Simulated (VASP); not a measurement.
# Hg (Pm-3m) in VASP: notebook

The runs below take Hg through single point, relaxation of cell and atoms, with LDA.

Program: VASP 6.6.1. These are calculated values, not measurements. Logs are shortened: lines on timing, memory, paths and dates and some standing lists are left out, and cuts for length are marked.

## Step 1: The cell of the first run

It takes space group Pm-3m (No. 221, cubic). The conventional cell has a = 2.891 Å, b = 2.891 Å, c = 2.891 Å, α = 90.00°, β = 90.00°, γ = 90.00°. Hg (site symmetry m-3m) has 6 Hg at 2.89 Å within 3.8 Å.

## Step 2: Single point, LDA

INCAR

```
  PREC = Accurate
  ENCUT = 520
  EDIFF = 1E-7
  ISMEAR = -1
  SIGMA = 0.05
  LREAL = F
  LASPH = T
  NELM = 60
  ALGO = Normal
  ISIF = 2
  LWAVE = F
  LCHARG = F
  NBANDS = 12
```

KPOINTS

```
regular mesh
0
Gamma
  14 14 14
```

POSCAR

```
Hg
1.0
    2.8908624252      0.0000000000      0.0000000000
    0.0000000000      2.8908624252      0.0000000000
    0.0000000000      0.0000000000      2.8908624252
Hg
1
Direct
    0.0000000000      0.0000000000      0.0000000000
```

Potentials or basis: VASP PAW LDA potentials, release 64 (Hg).

The run is started by

```console
> cat potpaw_LDA.64/Hg/POTCAR > POTCAR
> mpirun -np 1 vasp_std > vasp.out
```

OUTCAR:

```text
PREC = Accurate
   ENCUT = 520
   EDIFF = 1E-7
   ISMEAR = -1
   LREAL = F
   LASPH = T
   NELM = 60
   ISIF = 2

 ion  position               nearest neighbor table
   1  0.000  0.000  0.000-

  LATTYP: Found a simple cubic cell.
 ALAT       =     2.8908624252

  Lattice vectors:

 A1 = (   2.8908624252,   0.0000000000,   0.0000000000)
 A2 = (   0.0000000000,   2.8908624252,   0.0000000000)
 A3 = (   0.0000000000,   0.0000000000,   2.8908624252)

Analysis of symmetry for initial positions (statically):
=====================================================================
 Subroutine PRICEL returns:
 Original cell was already a primitive cell.

 Routine SETGRP: Setting up the symmetry group for a
 simple cubic supercell.

 Subroutine GETGRP returns: Found 48 space group operations
 (whereof 48 operations were pure point group operations)
 out of a pool of 48 trial point group operations.

The static configuration has the point symmetry O_h .

Analysis of symmetry for dynamics (positions and initial velocities):
=====================================================================
 Subroutine PRICEL returns:
 Original cell was already a primitive cell.

 Routine SETGRP: Setting up the symmetry group for a
 simple cubic supercell.

 Subroutine GETGRP returns: Found 48 space group operations
 (whereof 48 operations were pure point group operations)
 out of a pool of 48 trial point group operations.

The dynamic configuration has the point symmetry O_h .

 Subroutine INISYM returns: Found 48 space group operations
 (whereof 48 operations are pure point group operations),
 and found     1 'primitive' translations

----------------------------------------------------------------------------------------

                                     Primitive cell

  volume of cell :      24.1592

  direct lattice vectors                    reciprocal lattice vectors
     2.890862425  0.000000000  0.000000000     0.345917534  0.000000000  0.000000000
     0.000000000  2.890862425  0.000000000     0.000000000  0.345917534  0.000000000
     0.000000000  0.000000000  2.890862425     0.000000000  0.000000000  0.345917534

  length of vectors
     2.890862425  2.890862425  2.890862425     0.345917534  0.345917534  0.345917534

  position of ions in fractional coordinates (direct lattice)
     0.000000000  0.000000000  0.000000000

  ion indices of the primitive-cell ions
   primitive index   ion index
                 1           1

----------------------------------------------------------------------------------------

 KPOINTS: regular mesh

Automatic generation of k-mesh.
 Grid dimensions read from file:
 generate k-points for:   14   14   14

 Generating k-lattice:

  Cartesian coordinates                     Fractional coordinates (reciprocal lattice)
     0.024708395  0.000000000  0.000000000     0.071428571  0.000000000  0.000000000
     0.000000000  0.024708395  0.000000000     0.000000000  0.071428571  0.000000000
     0.000000000  0.000000000  0.024708395     0.000000000  0.000000000  0.071428571

  Length of vectors
     0.024708395  0.024708395  0.024708395

  Shift w.r.t. Gamma in fractional coordinates (k-lattice)
     0.000000000  0.000000000  0.000000000

 Subroutine IBZKPT returns following result:
 ===========================================

 Found    120 irreducible k-points:

 Following reciprocal coordinates:
            Coordinates               Weight
  0.000000  0.000000  0.000000      1.000000
  0.071429  0.000000  0.000000      6.000000
  0.142857  0.000000  0.000000      6.000000
  0.214286  0.000000  0.000000      6.000000
  0.285714  0.000000  0.000000      6.000000
  0.357143  0.000000  0.000000      6.000000
[... 16 lines left out ...]
  0.285714  0.214286  0.000000     24.000000
  0.357143  0.214286  0.000000     24.000000
 [... further k-points ...]
   k-points           NKPTS =    120   k-points in BZ     NKDIM =    120   number of bands    NBANDS=     12
   number of dos      NEDOS =    301   number of ions     NIONS =      1
   total plane-waves  NPLWV =  13824
   dimension x,y,z NGX =    24 NGY =   24 NGZ =   24
   dimension x,y,z NGXF=    48 NGYF=   48 NGZF=   48
   ions per type =               1
   NGX,Y,Z   is equivalent  to a cutoff of  13.80, 13.80, 13.80 a.u.
   NGXF,Y,Z  is equivalent  to a cutoff of  27.60, 27.60, 27.60 a.u.
 SYSTEM =  unknown system
   PREC   = accura    normal or accurate (medium, high low for compatibility)
   ISTART =      0    job   : 0-new  1-cont  2-samecut
   ICHARG =      2    charge: 1-file 2-atom 10-const
   ISPIN  =      1    spin polarized calculation?
   LNONCOLLINEAR =      F non collinear calculations
   LSORBIT =      F    spin-orbit coupling
   LASPH  =      T    aspherical Exc in radial PAW
   ENCUT  =  520.0 eV  38.22 Ry    6.18 a.u.   5.38  5.38  5.38*2*pi/ulx,y,z
   NELM   =     60;   NELMIN=  2; NELMDL= -5     # of ELM steps
   EDIFF  = 0.1E-06   stopping-criterion for ELM
   LREAL  =      F    real-space projection
   EDIFFG = 0.1E-05   stopping-criterion for IOM
   NSW    =      0    number of steps for IOM
   IBRION =     -1    ionic relax: 0-MD 1-quasi-New 2-CG
   NFREE  =      0    steps in history (QN), initial steepest desc. (CG)
   ISIF   =      2    stress and relaxation
   ISYM   =      2    0-nonsym 1-usesym 2-fastsym
   POTIM  = 0.5000    time-step for ionic-motion
   TEBEG  =    0.0;   TEEND  =   0.0 temperature during run
   PSTRESS=    0.0 pullay stress
   NELECT =      12.0000    total number of electrons
   NUPDOWN=      -1.0000    fix difference up-down
   EMIN   =  10.00;   EMAX   =-10.00  energy-range for DOS
   EFERMI =   0.00;   METHOD = LEGACY
   ISMEAR =    -1;   SIGMA  =   0.05  broadening in eV -4-tet -1-fermi 0-gaus
   EFERMI_NEDOS =   21; number of points for ismear=-14 and -15
   IALGO  =     38    algorithm
   IMIX   =      4    mixing-type and parameters
     AMIX     =   0.40;   BMIX     =  1.00
     AMIX_MAG =   1.60;   BMIX_MAG =  1.00
  volume/ion in A,a.u.               =      24.16       163.03
  Fermi-wavevector in a.u.,A,eV,Ry     =   1.296506  2.450041 22.870407  1.680927
  Thomas-Fermi vector in A             =   2.427958
   LORBIT       =      0    0 simple, 1 ext, 2 COOP (PROOUT), +10 PAW based schemes
   GGA     = CA    functional components
   LHFCALC =     F    Hartree Fock is set to
   AEXX    =    0.0000 exact exchange contribution
   IVDW    =     0    specifies the selected vdW correction
   LEPSILON=     F    determine dielectric tensor
   LRPA    =     F    only Hartree local field effects (RPA)
 non-spin polarized calculation
  energy-cutoff  :      520.00
  volume of cell :       24.16
 maximum number of plane-waves:       672
 NGX is ok and might be reduce to    24
   NGX = 11   NGY = 11   NGZ = 11

 number of electron      12.0000003 magnetization

 Free energy of the ion-electron system (eV)
  ---------------------------------------------------
  ext. energy  EPLUGINS =         0.00000000
  ---------------------------------------------------
  free energy    TOTEN  =        -0.95254195 eV

  energy without entropy =       -0.94936714  energy(sigma->0) =       -0.95095454

 E-fermi :   2.4396     XC(G=0): -10.9694

 val. band max:        2.4304732410   @ k =   0.5000   0.4286   0.0714
 cond. band min:       2.5515439572   @ k =   0.5000   0.3571   0.2857
 fundamental gap:      0.1210707161
 Fermi energy:         2.4395933914

 k-point     1 :       0.0000    0.0000    0.0000
  band No.  band energies     occupation
      1      -6.7570      2.00000
      2      -6.1083      2.00000
      3      -6.1083      2.00000
      4      -3.4775      2.00000
      5      -3.4775      2.00000
      6      -3.4775      2.00000
      7      13.0394      0.00000
      8      13.0394      0.00000
      9      13.0394      0.00000
     10      16.9723      0.00000
     11      18.8579      0.00000
     12      18.8579      0.00000

 k-point     2 :       0.0714    0.0000    0.0000
  band No.  band energies     occupation
      1      -6.6551      2.00000
      2      -6.0974      2.00000
      3      -6.0342      2.00000
      4      -3.5228      2.00000
      5      -3.5228      2.00000
      6      -3.4738      2.00000
      7      11.9491      0.00000
      8      13.1934      0.00000
      9      13.1934      0.00000
     10      17.4366      0.00000
     11      18.7769      0.00000
     12      19.6416      0.00000

 k-point     3 :       0.1429    0.0000    0.0000
  band No.  band energies     occupation
      1      -6.4228      2.00000
      2      -6.0664      2.00000
      3      -5.7469      2.00000
      4      -3.6472      2.00000
      5      -3.6472      2.00000
      6      -3.4633      2.00000
      7       9.9390      0.00000
      8      13.6396      0.00000
      9      13.6396      0.00000
     10      17.7611      0.00000
     11      18.5467      0.00000
     12      21.7904      0.00000
[... 286 lines left out ...]
 k-point    23 :       0.2857    0.2143    0.0000
  band No.  band energies     occupation
      1      -5.8660      2.00000
      2      -5.0083      2.00000
      3      -4.7217      2.00000
      4      -3.9640      2.00000
      5      -3.7551      2.00000
      6      -3.3842      2.00000
      7       6.7224      0.00000
      8       9.6283      0.00000
      9      16.5702      0.00000
     10      17.5494      0.00000
     11      18.8811      0.00000
     12      23.8200      0.00000

 k-point    24 :       0.3571    0.2143    0.0000
  band No.  band energies     occupation
      1      -5.7951      2.00000
      2      -4.9806      2.00000
      3      -4.7221      2.00000
      4      -4.1191      2.00000
      5      -3.7361      2.00000
      6      -2.2662      2.00000
      7       4.6931      0.00000
      8      10.5056      0.00000
      9      16.1600      0.00000
     10      17.5848      0.00000
     11      18.6519      0.00000
     12      23.2089      0.00000

 [... further k-points ...]
[... 5 lines left out ...]
  --------------------------------------------------------------------------------------
  -------------------------------------------------------------------------------------
  Total        0.1136276      0.1136276      0.1136276      0.0000000      0.0000000      0.0000000
  in kB        7.5355038      7.5355038      7.5355038      0.0000000      0.0000000      0.0000000
  external PRESSURE =       7.5355038 kB  Pullay stress =       0.0000000 kB

 VOLUME and BASIS-vectors are now :
 -----------------------------------------------------------------------------
  energy-cutoff  :      520.00
  volume of cell :       24.16
      direct lattice vectors                 reciprocal lattice vectors
     2.890862425  0.000000000  0.000000000     0.345917534  0.000000000  0.000000000
     0.000000000  2.890862425  0.000000000     0.000000000  0.345917534  0.000000000
     0.000000000  0.000000000  2.890862425     0.000000000  0.000000000  0.345917534

 POSITION                                       TOTAL-FORCE (eV/Angst)
 -----------------------------------------------------------------------------------
      0.00000      0.00000      0.00000         0.000000      0.000000      0.000000
 -----------------------------------------------------------------------------------
    total drift:                                0.000000      0.000000      0.000000

  FREE ENERGIE OF THE ION-ELECTRON SYSTEM (eV)
  ---------------------------------------------------
  free  energy   TOTEN  =        -0.9525419528 eV

  energy  without entropy=       -0.9493671363  energy(sigma->0) =       -0.95095454
```

It took 9.8 s on 1 thread of Intel Xeon 6975P-C (Granite Rapids), shared host; peak memory 0.15 GiB.

What came out:

| Quantity | Value |
| --- | --- |
| Free energy | -0.9525 eV |
| Pressure | 0.8 GPa |
| Band gap on the k mesh | zero (bands 6 and 7 overlap by 7.24 eV) |

Levels at points of the mesh, in eV from the Fermi level:
| k point | band 2 | band 3 | band 4 | band 5 | band 6 | band 7 | band 8 | band 9 | band 10 | band 11 |
| --- | --- | --- | --- | --- | --- | --- | --- | --- | --- | --- |
| (0.00, 0.00, 0.00) | -8.55 | -8.55 | -5.92 | -5.92 | -5.92 | 10.60 | 10.60 | 10.60 | 14.53 | 16.42 |
| (0.50, 0.00, 0.00) | -8.20 | -6.75 | -6.75 | -5.84 | -2.53 | -2.22 | 14.73 | 14.93 | 14.93 | 15.85 |
| (0.50, 0.50, 0.00) | -7.99 | -6.62 | -6.62 | -5.19 | 1.33 | 1.33 | 1.36 | 7.74 | 18.42 | 18.42 |
| (0.50, 0.50, 0.50) | -7.93 | -7.93 | -5.13 | -5.13 | 5.02 | 5.02 | 5.02 | 6.00 | 8.65 | 11.99 |

Caveat: spin-orbit coupling is left out, which moves the levels of the heavy elements.

## Step 3: Relaxation of cell and atoms, LDA

INCAR

```
SYSTEM = Hg
ALGO = Normal
EDIFF = 1E-6
EDIFFG = -0.005
ENCUT = 600
IBRION = 2
ISIF = 3
ISMEAR = -1
LASPH = .True.
LCHARG = .False.
LREAL = .False.
LWAVE = .False.
NELM = 100
NSW = 45
PREC = Accurate
SIGMA = 0.05
```

KPOINTS

```
k-points
0
Gamma
  14 14 14
  0 0 0
```

POSCAR is that of step 2.

Potentials or basis: VASP PAW LDA potentials, release 64 (Hg).

The run is started by

```console
> cat potpaw_LDA.64/Hg/POTCAR > POTCAR
> mpirun -np 1 vasp_std > vasp.out
```

Wall time 15 s (1 thread of Intel Xeon 6975P-C (Granite Rapids), shared host); peak memory 0.16 GiB.

Results (log left out):

```
Free energy                           : -0.9535 eV
Relaxed volume                        : 24.53 Å³/atom
Relaxed cell                          : a = 2.906 Å, b = 2.906 Å, c = 2.906 Å, α = 90.00°, β = 90.00°, γ = 90.00°
Space group after relaxing (to 0.1 Å) : Pm-3m (No. 221)
Energy gained by relaxing             : 0.9 meV/atom
Ionic steps                           : 3
Pressure after relaxing               : 0.0 GPa
Band gap on the k mesh                : zero (bands 6 and 7 overlap by 7.13 eV)
```

The path:
| step | energy change (eV) | largest force (eV/Å) | pressure (GPa) | volume (Å³) |
| --- | --- | --- | --- | --- |
| 1 | 0.0000 | 0.0000 | 0.83 | 24.16 |
| 2 | -0.0009 | 0.0000 | -0.14 | 24.60 |
| 3 | -0.0009 | 0.0000 | 0.00 | 24.53 |

Final structure:
```
Hg
1.0
     2.90571    0.00000    0.00000
     0.00000    2.90571    0.00000
     0.00000    0.00000    2.90571
Hg
1
Direct
  0.00000 0.00000 0.00000
```

Levels at points of the mesh, in eV from the Fermi level:
| k point | band 4 | band 5 | band 6 | band 7 | band 8 | band 9 |
| --- | --- | --- | --- | --- | --- | --- |
| (0.00, 0.00, 0.00) | -5.90 | -5.90 | -5.90 | 10.52 | 10.52 | 10.52 |
| (0.50, 0.00, 0.00) | -6.71 | -5.83 | -2.56 | -2.15 | 14.68 | 14.78 |
| (0.50, 0.50, 0.00) | -6.58 | -5.19 | 1.27 | 1.36 | 1.36 | 7.69 |
| (0.50, 0.50, 0.50) | -5.14 | -5.14 | 4.98 | 4.98 | 4.98 | 5.82 |

Caveat: spin-orbit coupling is left out, which moves the levels of the heavy elements.

(Part 1 of 2 ends here.)
